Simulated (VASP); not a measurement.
Write the native input for VASP 6.6.1 that does the following.

- Task: single point
- Functional: PBE
- Potentials or basis: VASP PAW PBE potentials, release 64 (Re)
- Cutoff: 520 eV
- k mesh: 7 × 7 × 7
- Occupations: gaussian, width 0.05 eV
- Spin: no spin polarisation
- Dipole correction: no
- Further INCAR settings: ALGO = Normal; EDIFF = 1e-06; NBANDS = 14

The structure of Re lies in POSCAR:

```
Re
1.0
    0.0000000000      2.7414699650      2.7414699650
    2.7414699650      0.0000000000      2.7414699650
    2.7414699650      2.7414699650      0.0000000000
Re
2
Direct
    0.0000000000      0.0000000000      0.0000000000
    0.2500000000      0.2500000000      0.2500000000
```

These files were run (other wordings do the same):

INCAR

```
SYSTEM = Re
PREC = Accurate
ENCUT = 520
EDIFF = 1E-6
ISMEAR = 0
SIGMA = 0.05
LREAL = .FALSE.
LASPH = .TRUE.
NELM = 100
ALGO = Normal
ISIF = 2
LWAVE = .FALSE.
LCHARG = .FALSE.
GGA = PE
NBANDS = 14
```

KPOINTS

```
regular mesh
0
G
  7 7 7
  0 0 0
```

Potentials or basis: VASP PAW PBE potentials, release 64 (Re).

The run is started by

```console
$ cat potpaw_PBE.64/Re/POTCAR > POTCAR
$ mpirun -np 1 vasp_std > vasp.out
```

It gave:

* Pressure: 17.4 GPa
* Band gap on the k mesh: zero (band 7 reaches 4.94 eV, above the bottom of band 8 at 3.89 eV)

Caveat: spin-orbit coupling is left out, which moves the levels of the heavy elements.

Run time: 10 s on 1 thread of Intel(R) Xeon(R) 6975P-C (Granite Rapids) (shared host), peak memory 0.16 GiB.
